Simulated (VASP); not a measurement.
Wanted: the native input for a VASP 6.6.1 run.

- Task: single point
- Functional: PBE
- Potentials or basis: VASP PAW PBE potentials, release 64 (Hf_pv)
- Cutoff: 520 eV
- k mesh: 14 × 14 × 8
- Occupations: fermi-dirac, width 0.15 eV
- Spin: no spin polarisation
- Dipole correction: no
- Further INCAR settings: ALGO = Normal; EDIFF = 1e-06; NBANDS = 17

The structure of Hf lies in POSCAR:

```
Hf
1.0
    3.2052794892      0.0000000000      0.0000000000
   -1.6026397446      2.7758534639      0.0000000000
    0.0000000000      0.0000000000      5.0644648307
Hf
2
Direct
    0.3333333333      0.6666666667      0.2500000000
    0.6666666667      0.3333333333      0.7500000000
```

These files were run (other wordings do the same):

INCAR

```
ALGO     = Normal         # electronic algorithm
EDIFF    = 1E-6           # SCF threshold, eV
ENCUT    = 520            # plane-wave cutoff, eV
GGA      = PE             # functional
ISIF     = 2              # what is computed and relaxed
ISMEAR   = -1             # smearing method
LASPH    = True           # aspherical terms in the spheres
LCHARG   = False          # write CHGCAR
LREAL    = False          # projectors in reciprocal space
LWAVE    = False          # write WAVECAR
NBANDS   = 17             # bands
NELM     = 100            # most SCF steps
PREC     = Accurate       # precision mode
SIGMA    = 0.15           # smearing width, eV
```

KPOINTS

```
k-points
0
Gamma
  14 14 8
```

Potentials or basis: VASP PAW PBE potentials, release 64 (Hf_pv).

Launch:

```bash
$ cat potpaw_PBE.64/Hf_pv/POTCAR > POTCAR
$ mpirun -np 1 vasp_std > vasp.out
```

Results of the run:

```yaml
Pressure: -0.2 GPa
Band_gap_on_the_k_mesh: zero (band 10 reaches 6.04 eV, above the bottom of band 11 at 4.50 eV)
```

Caveat: spin-orbit coupling is left out, which moves the levels of the heavy elements.

It took 31 s on 1 thread of Intel(R) Xeon(R) 6975P-C (Granite Rapids), with other jobs on the host, peak memory 0.21 GiB.
